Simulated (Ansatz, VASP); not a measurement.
# AgCl: VASP beside Ansatz

```
Ag Cl
1.0
     0.00000    2.77315    2.74542
     2.77315    0.00000    2.74542
     2.77315    2.77315    0.00000
Ag Cl
1 1
Direct
  0.50000 0.50000 0.50000
  0.00000 0.00000 0.00000
```

Change from the starting cell: zz strain of -1 %, crystal datasets.

Alike in both runs: task electric field gradients; functional LDA; k mesh 8 × 8 × 8; occupations fermi-dirac, width 0.02 eV; no spin polarisation.

```csv
,VASP,Ansatz
version,VASP 6.6.1,Ansatz 0.2.0
potentials or method,"VASP PAW LDA potentials, release 64 (Ag, Cl), cutoff 520 eV","all-electron PAW with datasets made for the crystal, scalar-relativistic"
```

|  | VASP | Ansatz | Ansatz less VASP |
| --- | --- | --- | --- |
| pressure (GPa) | -5.2 | -5.2 | +0.02 |
| traceless stress, the component that is largest in VASP (GPa) | 0.06 | 0.05 | -0.002 |
| size of Vzz on the site where it differs most (V/Å²) | 6.1 | 4.6 | -1.46 |

LDA's correlation is that of Perdew and Zunger in VASP and of Perdew and Wang (1992) in Ansatz. Ansatz ran all-electron here, and VASP with PAW potentials.
